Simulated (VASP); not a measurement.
# Os4C (Im-3m) in VASP: relaxation of cell and atoms with PBE

Aim: the relaxation of cell and atoms of Os4C with PBE.

All numbers are computed with VASP 6.6.1; they aren't measurements. Logs are shortened: lines on timing, memory, paths and dates and some standing lists are left out, and cuts for length are marked.

## 1. The cell of the first run

Symmetry: Im-3m, No. 229, cubic system. The conventional cell has a = 5.204 Å, b = 5.204 Å, c = 5.204 Å, α = 90.00°, β = 90.00°, γ = 90.00°. Within 3.0 Å of Os (site symmetry -3m) lie 2 C at 2.25 Å and 6 Os at 2.60 Å. C (site symmetry m-3m) has 8 Os at 2.25 Å within 3.0 Å.

The cell was generated, and may not be a known phase.

## 2. Relaxation of cell and atoms, PBE

INCAR reads:

```
  PREC = Accurate
  ENCUT = 600
  EDIFF = 1E-6
  ISMEAR = 0
  SIGMA = 0.1
  LREAL = False
  LASPH = True
  NELM = 100
  ALGO = Normal
  ISIF = 3
  LWAVE = False
  LCHARG = False
  GGA = PE
  IBRION = 2
  NSW = 100
  EDIFFG = -0.01
```

KPOINTS reads:

```
Automatic mesh
0
Gamma
  10 10 10
```

POSCAR reads:

```
Os4C
1.0
   -2.6019886126      2.6019886126      2.6019886126
    2.6019886126     -2.6019886126      2.6019886126
    2.6019886126      2.6019886126     -2.6019886126
Os C
4 1
Direct
    0.5000000000      0.5000000000      0.5000000000
    0.0000000000      0.0000000000      0.5000000000
    0.0000000000      0.5000000000      0.0000000000
    0.5000000000      0.0000000000      0.0000000000
    0.0000000000      0.0000000000      0.0000000000
```

Potentials or basis: VASP PAW PBE potentials, release 64 (Os, C).

The run is started by

```console
$ cat potpaw_PBE.64/Os/POTCAR potpaw_PBE.64/C/POTCAR > POTCAR
$ mpirun -np 1 vasp_std > vasp.out
```

OUTCAR:

```text
PREC = Accurate
   ENCUT = 600
   EDIFF = 1E-6
   ISMEAR = 0
   LREAL = False
   LASPH = True
   NELM = 100
   ISIF = 3
   GGA = PE
   IBRION = 2
   NSW = 100
   EDIFFG = -0.01

 ion  position               nearest neighbor table
   1  0.500  0.500  0.500-   5 2.25   5 2.25   4 2.60   2 2.60   4 2.60   3 2.60   2 2.60   3 2.60

   2  0.000  0.000  0.500-   5 2.25   5 2.25   4 2.60   1 2.60   3 2.60   3 2.60   4 2.60   1 2.60

   3  0.000  0.500  0.000-   5 2.25   5 2.25   4 2.60   1 2.60   2 2.60   2 2.60   1 2.60   4 2.60

   4  0.500  0.000  0.000-   5 2.25   5 2.25   3 2.60   1 2.60   1 2.60   2 2.60   2 2.60   3 2.60

   5  0.000  0.000  0.000-   1 2.25   2 2.25   3 2.25   4 2.25   2 2.25   3 2.25   4 2.25   1 2.25

  LATTYP: Found a body centered cubic cell.
 ALAT       =     5.2039772252

  Lattice vectors:

 A1 = (  -2.6019886126,   2.6019886126,   2.6019886126)
 A2 = (   2.6019886126,  -2.6019886126,   2.6019886126)
 A3 = (   2.6019886126,   2.6019886126,  -2.6019886126)

Analysis of symmetry for initial positions (statically):
=====================================================================
 Subroutine PRICEL returns:
 Original cell was already a primitive cell.

 Routine SETGRP: Setting up the symmetry group for a
 body centered cubic supercell.

 Subroutine GETGRP returns: Found 48 space group operations
 (whereof 48 operations were pure point group operations)
 out of a pool of 48 trial point group operations.

The static configuration has the point symmetry O_h .

Analysis of symmetry for dynamics (positions and initial velocities):
=====================================================================
 Subroutine PRICEL returns:
 Original cell was already a primitive cell.

 Routine SETGRP: Setting up the symmetry group for a
 body centered cubic supercell.

 Subroutine GETGRP returns: Found 48 space group operations
 (whereof 48 operations were pure point group operations)
 out of a pool of 48 trial point group operations.

The dynamic configuration has the point symmetry O_h .

 Subroutine INISYM returns: Found 48 space group operations
 (whereof 48 operations are pure point group operations),
 and found     1 'primitive' translations

----------------------------------------------------------------------------------------

                                     Primitive cell

  volume of cell :      70.4654

  direct lattice vectors                    reciprocal lattice vectors
    -2.601988613  2.601988613  2.601988613     0.000000000  0.192160718  0.192160718
     2.601988613 -2.601988613  2.601988613     0.192160718  0.000000000  0.192160718
     2.601988613  2.601988613 -2.601988613     0.192160718  0.192160718  0.000000000

  length of vectors
     4.506776478  4.506776478  4.506776478     0.271756294  0.271756294  0.271756294

  position of ions in fractional coordinates (direct lattice)
     0.500000000  0.500000000  0.500000000
     0.000000000  0.000000000  0.500000000
     0.000000000  0.500000000  0.000000000
     0.500000000  0.000000000  0.000000000
     0.000000000  0.000000000  0.000000000

  ion indices of the primitive-cell ions
   primitive index   ion index
                 1           1
                 2           2
                 3           3
                 4           4
                 5           5

----------------------------------------------------------------------------------------

 KPOINTS: Automatic mesh

Automatic generation of k-mesh.
 Grid dimensions read from file:
 generate k-points for:   10   10   10

 Generating k-lattice:

  Cartesian coordinates                     Fractional coordinates (reciprocal lattice)
     0.000000000  0.019216072  0.019216072     0.100000000  0.000000000  0.000000000
     0.019216072  0.000000000  0.019216072     0.000000000  0.100000000  0.000000000
     0.019216072  0.019216072  0.000000000     0.000000000  0.000000000  0.100000000

  Length of vectors
     0.027175629  0.027175629  0.027175629

  Shift w.r.t. Gamma in fractional coordinates (k-lattice)
     0.000000000  0.000000000  0.000000000

 Subroutine IBZKPT returns following result:
 ===========================================

 Found     47 irreducible k-points:

 Following reciprocal coordinates:
            Coordinates               Weight
  0.000000  0.000000  0.000000      1.000000
  0.100000  0.000000  0.000000     12.000000
  0.200000  0.000000  0.000000     12.000000
  0.300000  0.000000  0.000000     12.000000
  0.400000  0.000000  0.000000     12.000000
  0.500000  0.000000  0.000000      6.000000
[... 16 lines left out ...]
  0.300000  0.300000  0.100000      8.000000
 -0.300000  0.300000  0.100000     24.000000
 [... further k-points ...]
   k-points           NKPTS =     47   k-points in BZ     NKDIM =     47   number of bands    NBANDS=     22
   number of dos      NEDOS =    301   number of ions     NIONS =      5
   total plane-waves  NPLWV =  46656
   dimension x,y,z NGX =    36 NGY =   36 NGZ =   36
   dimension x,y,z NGXF=    72 NGYF=   72 NGZF=   72
   ions per type =               4   1
   NGX,Y,Z   is equivalent  to a cutoff of  13.28, 13.28, 13.28 a.u.
   NGXF,Y,Z  is equivalent  to a cutoff of  26.56, 26.56, 26.56 a.u.
 SYSTEM =  unknown system
   PREC   = accura    normal or accurate (medium, high low for compatibility)
   ISTART =      0    job   : 0-new  1-cont  2-samecut
   ICHARG =      2    charge: 1-file 2-atom 10-const
   ISPIN  =      1    spin polarized calculation?
   LNONCOLLINEAR =      F non collinear calculations
   LSORBIT =      F    spin-orbit coupling
   LASPH  =      T    aspherical Exc in radial PAW
   ENCUT  =  600.0 eV  44.10 Ry    6.64 a.u.   9.00  9.00  9.00*2*pi/ulx,y,z
   NELM   =    100;   NELMIN=  2; NELMDL= -5     # of ELM steps
   EDIFF  = 0.1E-05   stopping-criterion for ELM
   LREAL  =      F    real-space projection
   EDIFFG = -.1E-01   stopping-criterion for IOM
   NSW    =    100    number of steps for IOM
   IBRION =      2    ionic relax: 0-MD 1-quasi-New 2-CG
   NFREE  =      1    steps in history (QN), initial steepest desc. (CG)
   ISIF   =      3    stress and relaxation
   ISYM   =      2    0-nonsym 1-usesym 2-fastsym
   POTIM  = 0.5000    time-step for ionic-motion
   TEBEG  =    0.0;   TEEND  =   0.0 temperature during run
   PSTRESS=    0.0 pullay stress
   NELECT =      36.0000    total number of electrons
   NUPDOWN=      -1.0000    fix difference up-down
   EMIN   =  10.00;   EMAX   =-10.00  energy-range for DOS
   EFERMI =   0.00;   METHOD = LEGACY
   ISMEAR =     0;   SIGMA  =   0.10  broadening in eV -4-tet -1-fermi 0-gaus
   EFERMI_NEDOS =   21; number of points for ismear=-14 and -15
   IALGO  =     38    algorithm
   IMIX   =      4    mixing-type and parameters
     AMIX     =   0.40;   BMIX     =  1.00
     AMIX_MAG =   1.60;   BMIX_MAG =  1.00
  volume/ion in A,a.u.               =      14.09        95.10
  Fermi-wavevector in a.u.,A,eV,Ry     =   1.308731  2.473142 23.303731  1.712776
  Thomas-Fermi vector in A             =   2.439378
   LORBIT       =      0    0 simple, 1 ext, 2 COOP (PROOUT), +10 PAW based schemes
   GGA     = PE    functional components
   LHFCALC =     F    Hartree Fock is set to
   AEXX    =    0.0000 exact exchange contribution
   IVDW    =     0    specifies the selected vdW correction
   LEPSILON=     F    determine dielectric tensor
   LRPA    =     F    only Hartree local field effects (RPA)
 conjugate gradient relaxation of ions
 non-spin polarized calculation
 Gauss-broadening in eV      SIGMA  =   0.10
  energy-cutoff  :      600.00
  volume of cell :       70.47
 maximum number of plane-waves:      2384
   NGX = 19   NGY = 19   NGZ = 19

--------------------------------------- Ionic step        1  -------------------------------------------

 number of electron      36.0000003 magnetization

 Free energy of the ion-electron system (eV)
  ---------------------------------------------------
  ext. energy  EPLUGINS =         0.00000000
  ---------------------------------------------------
  free energy    TOTEN  =       -47.37426766 eV

  energy without entropy =      -47.34316181  energy(sigma->0) =      -47.35871473

------------------------ aborting loop because EDIFF is reached ----------------------------------------

  FORCE on cell =-STRESS in cart. coord.  units (eV):
  Direction    XX          YY          ZZ          XY          YZ          ZX
  --------------------------------------------------------------------------------------
  -------------------------------------------------------------------------------------
  Total        0.3455451      0.3455451      0.3455451      0.0000000      0.0000000      0.0000000
  in kB        7.8566815      7.8566815      7.8566815      0.0000000      0.0000000      0.0000000
  external PRESSURE =       7.8566815 kB  Pullay stress =       0.0000000 kB
[... 63 lines left out ...]
  energy  without entropy=      -47.3392714803  energy(sigma->0) =      -47.35506632

--------------------------------------- Ionic step        3  -------------------------------------------

 number of electron      36.0000003 magnetization

 Free energy of the ion-electron system (eV)
  ---------------------------------------------------
  ext. energy  EPLUGINS =         0.00000000
  ---------------------------------------------------
  free energy    TOTEN  =       -47.37469264 eV

  energy without entropy =      -47.34346666  energy(sigma->0) =      -47.35907965

 E-fermi :   7.6722     XC(G=0): -13.0786

 val. band max:        7.6680872733   @ k =   0.2000   0.2000   0.0000
 cond. band min:       7.6820379702   @ k =   0.2000   0.1000   0.1000
 fundamental gap:      0.0139506969
 Fermi energy:         7.6721804404

 k-point     1 :       0.0000    0.0000    0.0000
  band No.  band energies     occupation
      1      -6.6801      2.00000
      2      -0.2013      2.00000
      3       1.2800      2.00000
      4       1.2800      2.00000
      5       1.9720      2.00000
      6       1.9720      2.00000
[... 574 lines left out ...]
      6       2.3129      2.00000
[... 14 lines left out ...]
     21       9.2129      0.00000
     22       9.3970      0.00000

 [... further k-points ...]

------------------------ aborting loop because EDIFF is reached ----------------------------------------

  FORCE on cell =-STRESS in cart. coord.  units (eV):
  Direction    XX          YY          ZZ          XY          YZ          ZX
  --------------------------------------------------------------------------------------
  -------------------------------------------------------------------------------------
  Total        0.0059902      0.0059902      0.0059902     -0.0000000     -0.0000000      0.0000000
  in kB        0.1358619      0.1358619      0.1358619     -0.0000000     -0.0000000      0.0000000
  external PRESSURE =       0.1358619 kB  Pullay stress =       0.0000000 kB
[... 20 lines left out ...]
  FREE ENERGIE OF THE ION-ELECTRON SYSTEM (eV)
  ---------------------------------------------------
  free  energy   TOTEN  =       -47.3746926366 eV

  energy  without entropy=      -47.3434666594  energy(sigma->0) =      -47.35907965

 reached required accuracy - stopping structural energy minimisation
```

Run time: 2.4 min. Hardware: 1 thread of Intel Xeon Platinum 8259CL at 2.50GHz (Skylake/Cascade Lake), shared host; peak memory 0.27 GiB.

Results:

```
Free energy                           : -47.3747 eV
Relaxed volume                        : 14.13 Å³/atom
Relaxed cell                          : a = 4.511 Å, b = 4.511 Å, c = 4.511 Å, α = 109.47°, β = 109.47°, γ = 109.47°
Space group after relaxing (to 0.1 Å) : Im-3m (No. 229)
Energy gained by relaxing             : 0.1 meV/atom
Ionic steps                           : 3
Pressure after relaxing               : 0.0 GPa
```

The path:
```
step  energy change (eV)  largest force (eV/Å)  pressure (GPa)  volume (Å³)
   1              0.0000                0.0000            0.79        70.47
   2              0.0034                0.0000           -2.28        71.17
   3             -0.0004                0.0000            0.01        70.64
```

Final structure:
```cif
data_structure
_symmetry_space_group_name_H-M 'P 1'
_symmetry_Int_Tables_number 1
_cell_length_a 4.5105
_cell_length_b 4.5105
_cell_length_c 4.5105
_cell_angle_alpha 109.471
_cell_angle_beta 109.471
_cell_angle_gamma 109.471
_cell_volume 70.64
loop_
_atom_site_label
_atom_site_type_symbol
_atom_site_fract_x
_atom_site_fract_y
_atom_site_fract_z
_atom_site_occupancy
Os1 Os 0.50000 0.50000 0.50000 1
Os2 Os 0.00000 0.00000 0.50000 1
Os3 Os 0.00000 0.50000 0.00000 1
Os4 Os 0.50000 0.00000 0.00000 1
C1 C 0.00000 0.00000 0.00000 1
```

Caveat: the highest band is partly filled, so the run has too few bands; spin-orbit coupling is left out, which moves the levels of the heavy elements.
